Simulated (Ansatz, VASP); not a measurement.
CdI2 in VASP and in Ansatz

INCAR

```
SYSTEM = CdI2
PREC     = Accurate       ! precision mode
ENCUT    = 500            ! plane-wave cutoff, eV
EDIFF    = 1E-6           ! SCF threshold, eV
ISMEAR   = 0              ! smearing method
SIGMA    = 0.05           ! smearing width, eV
LREAL    = .FALSE.        ! projectors in reciprocal space
LASPH    = .TRUE.         ! aspherical terms in the spheres
NELM     = 120            ! most SCF steps
ALGO     = Normal         ! electronic algorithm
ISIF     = 2              ! what is computed and relaxed
LWAVE    = .FALSE.        ! write WAVECAR
LCHARG   = .FALSE.        ! write CHGCAR
GGA      = PE             ! functional
IVDW     = 12             ! dispersion correction
NBANDS   = 20             ! bands
GGA_COMPAT= .FALSE.
```

Contents of KPOINTS:

```
Automatic mesh
0
G
  9 9 4
  0 0 0
```

POSCAR

```
CdI2
1.0
    4.0317992540      0.0000000000      0.0000000000
   -2.0158996270      3.4916405769      0.0000000000
    0.0000000000      0.0000000000      7.0304750000
Cd I
1 2
Direct
    0.0000000000      0.0000000000      0.0000000000
    0.3333333333      0.6666666667      0.2492000000
    0.6666666667      0.3333333333      0.7508000000
```

Input for Ansatz:

```yaml
crystal:
  lattice:
    - [4.031799254, 0.0, 0.0]
    - [-2.015899627, 3.4916405769, 0.0]
    - [0.0, 0.0, 7.030475]
  atoms:
    - { symbol: Cd, position: [0.0, 0.0, 0.0] }
    - { symbol: I, position: [0.3333333333, 0.6666666667, 0.2492] }
    - { symbol: I, position: [0.6666666667, 0.3333333333, 0.7508] }
basis:
  ecutwfc: 420
kpoints:
  mp_grid: { grid: [9, 9, 4] }
hamiltonian:
  xc: pbe
  dispersion: d3bj
scf:
  occupations: { method: gaussian, width: 0.05 }
output:
  forces: true
  stress: true
  eigenvalues: true
```

Change from the starting cell: strain -0.050 along x and y, +0.025 along z, atoms carried along.

Alike in both runs: task single point; functional PBE; dispersion D3(BJ); k mesh 9 × 9 × 4; occupations gaussian, width 0.05 eV; no spin polarisation.

```csv
,VASP,Ansatz
version,VASP 6.6.1,Ansatz 0.2.0
potentials or method,"VASP PAW PBE potentials, release 64 (Cd, I), cutoff 500 eV","scalar-relativistic, plane waves, PAW"
valence electrons in the cell,26,54
```

|  | VASP | Ansatz | Ansatz less VASP |
| --- | --- | --- | --- |
| gap on the k mesh at the Fermi level (eV) | 2.19 | 2.20 | +0.007 |
| least direct gap on the mesh (eV) | 2.66 | 2.67 | +0.008 |
| pressure (GPa) | 3.8 | 3.7 | -0.18 |
| traceless stress, the component that is largest in VASP (GPa) | -1.44 | -1.44 | -0.003 |
| rms of the force components (eV/Å) | 0.227 | 0.212 | -0.0141 |

Atom by atom the forces differ by 0.014 eV/Å (rms over components). VASP's potentials hold 26 valence electrons a cell and Ansatz's 54, so a difference there can come from the potentials and not from the codes.

Spin-orbit coupling is off throughout.
